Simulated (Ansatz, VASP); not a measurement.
## One calculation of NaCl, two programs

```
CELL_PARAMETERS angstrom
0.00000 2.81257 2.81257
2.81257 0.00000 2.81257
2.81257 2.81257 0.00000
ATOMIC_POSITIONS crystal
Cl 0.50000 0.50000 0.50000
Na 0.00000 0.00000 0.00000
```

Alike in both runs: task single point; functional PBE-based screened hybrid; k mesh 4 × 4 × 4; occupations fermi-dirac, width 0.05 eV; no spin polarisation.

|  | VASP | Ansatz |
| --- | --- | --- |
| version | VASP 6.6.1 | Ansatz 0.2.0 |
| potentials or method | VASP PAW PBE potentials, release 64 (Cl, Na_pv) | Ansatz PAW |
| plane-wave cutoff (eV) | 520 | 420 |
| valence electrons in the cell | 14 | 16 |

Ansatz gave:

* gap on the k mesh at the Fermi level (eV): 6.27
* least direct gap on the mesh (eV): 6.27
* pressure (GPa): 0.4

Question: Which values does VASP return?

Answer: gap on the k mesh at the Fermi level (eV): 6.26; least direct gap on the mesh (eV): 6.26; pressure (GPa): 0.5.

VASP's potentials were made for PBE, not for PBE-based screened hybrid. VASP's potentials hold 14 valence electrons a cell and Ansatz's 16, so a difference there can come from the potentials and not from the codes.

The k mesh is coarse, so the values compare programs but aren't converged.
